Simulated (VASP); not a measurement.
A run of VASP 6.6.1:

Contents of INCAR:

```
SYSTEM = HfN
ALGO     = Normal         ! electronic algorithm
EDIFF    = 1E-7           ! SCF threshold, eV
ENCUT    = 520            ! plane-wave cutoff, eV
ISIF     = 2              ! what is computed and relaxed
ISMEAR   = -1             ! smearing method
LASPH    = .TRUE.         ! aspherical terms in the spheres
LCHARG   = .FALSE.        ! write CHGCAR
LREAL    = .FALSE.        ! projectors in reciprocal space
LWAVE    = .FALSE.        ! write WAVECAR
NBANDS   = 23             ! bands
NELM     = 100            ! most SCF steps
PREC     = Accurate       ! precision mode
SIGMA    = 0.15           ! smearing width, eV
```

The input KPOINTS:

```
k-points
0
G
  13 13 7
  0 0 0
```

File POSCAR:

```
HfN
1.0
    3.1339080000      0.0313390800      0.0000000000
   -1.5398135600      2.6983744600      0.0000000000
    0.0000000000      0.0000000000      5.4167680000
Hf N
2 2
Direct
    0.6666666667      0.3333333333      0.7500000000
    0.3333333333      0.6666666667      0.2500000000
    0.0000000000      0.0000000000      0.0000000000
    0.0000000000      0.0000000000      0.5000000000
```

Potentials or basis: VASP PAW LDA potentials, release 64 (Hf_pv, N).

The run is started by

```sh
$ cat potpaw_LDA.64/Hf_pv/POTCAR potpaw_LDA.64/N/POTCAR > POTCAR
$ mpirun -np 1 vasp_std > vasp.out
```

Hardware: 1 thread of Intel(R) Xeon(R) Platinum 8259CL CPU @ 2.50GHz (Skylake/Cascade Lake), on a shared host.

Task: How long does it take, and how much memory?

Result: Run time: 4.6 min on 1 thread of Intel(R) Xeon(R) Platinum 8259CL CPU @ 2.50GHz (Skylake/Cascade Lake), on a shared host, peak memory 0.39 GiB. Counts: scf iterations 14, k points 340.
